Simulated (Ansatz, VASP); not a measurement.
**ZrOs: VASP beside Ansatz**

INCAR

```
ALGO = Normal
EDIFF = 1E-7
ENCUT = 520
ISIF = 2
ISMEAR = -1
LASPH = True
LCHARG = False
LREAL = False
LWAVE = False
NBANDS = 17
NELM = 60
PREC = Accurate
SIGMA = 0.03
```

Contents of KPOINTS:

```
k-points
0
Gamma
  13 13 13
```

File POSCAR:

```
ZrOs
1.0
    3.3269966396      0.0000000000      0.0000000000
    0.0000000000      3.3269966396      0.0000000000
    0.0000000000      0.0000000000      3.3269966396
Zr Os
1 1
Direct
    0.5000000000      0.5000000000      0.5000000000
    0.0000000000      0.0000000000      0.0000000000
```

Input for Ansatz:

```yaml
crystal:
  lattice:
    - [3.3269966396, 0.0, 0.0]
    - [0.0, 3.3269966396, 0.0]
    - [0.0, 0.0, 3.3269966396]
  atoms:
    - { symbol: Zr, position: [0.5, 0.5, 0.5] }
    - { symbol: Os, position: [0.0, 0.0, 0.0] }
kpoints:
  mp_grid: { grid: [13, 13, 13] }
  band_path:
    path:
      - [0.0, 0.0, 0.0]
      - [0.0, 0.5, 0.0]
      - [0.5, 0.5, 0.0]
      - [0.0, 0.0, 0.0]
      - [0.5, 0.5, 0.5]
      - [0.0, 0.5, 0.0]
      - [0.5, 0.5, 0.5]
      - [0.5, 0.5, 0.0]
    npoints: 5
scf:
  occupations: { method: fermi_dirac, width: 0.03 }
hamiltonian:
  xc: lda
  pseudopotentials: { kind: all_electron, lapw: { basis_error: 0.00025 } }
output:
  forces: true
  stress: true
  eigenvalues: true
```

Change from the starting cell: volume scaled by 1.06.

Alike in both runs: task single point; functional LDA; k mesh 13 × 13 × 13; occupations fermi-dirac, width 0.03 eV; no spin polarisation.

|  | VASP | Ansatz |
| --- | --- | --- |
| version | VASP 6.6.1 | Ansatz 0.2.0 |
| potentials or method | VASP PAW LDA potentials, release 64 (Zr_sv, Os), cutoff 520 eV | all-electron LAPW, scalar-relativistic |

```tsv
	VASP	Ansatz	Ansatz less VASP
pressure (GPa)	-17.7	-17.9	-0.12
```

LDA's correlation is that of Perdew and Zunger in VASP and of Perdew and Wang (1992) in Ansatz. Ansatz ran all-electron here, and VASP with PAW potentials.

Neither program's run includes spin-orbit coupling.
